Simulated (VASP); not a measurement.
A run of VASP 6.6.1:

INCAR

```
  PREC = Accurate
  ENCUT = 600
  EDIFF = 1E-6
  ISMEAR = 0
  SIGMA = 0.1
  LREAL = F
  LASPH = T
  NELM = 100
  ALGO = Normal
  ISIF = 3
  LWAVE = F
  LCHARG = F
  GGA = PE
  IBRION = 2
  NSW = 100
  EDIFFG = -0.01
```

File KPOINTS:

```
Automatic mesh
0
Gamma
  12 12 10
```

The input POSCAR:

```
Pt2F3
1.0
    4.5620502077      0.0000000000      0.0000000000
   -2.2810251039      3.9508513732      0.0000000000
    0.0000000000      0.0000000000      4.0643340677
Pt F
2 3
Direct
    0.3333333333      0.6666666667      0.0000000000
    0.6666666667      0.3333333333      0.0000000000
    0.0000000000      0.0000000000      0.0000000000
    0.3333333333      0.6666666667      0.5000000000
    0.6666666667      0.3333333333      0.5000000000
```

Potentials or basis: VASP PAW PBE potentials, release 64 (Pt, F).

The run is started by

```bash
$ cat potpaw_PBE.64/Pt/POTCAR potpaw_PBE.64/F/POTCAR > POTCAR
$ mpirun -np 1 vasp_std > vasp.out
```

Hardware: 1 thread of Intel(R) Xeon(R) 6975P-C (Granite Rapids), on a shared host.

Question: How long does it take, and how much memory?

Answer: It took 4.2 min on 1 thread of Intel(R) Xeon(R) 6975P-C (Granite Rapids), on a shared host, peak memory 0.35 GiB. Counts: scf iterations 37, k points 114, ion steps 5.
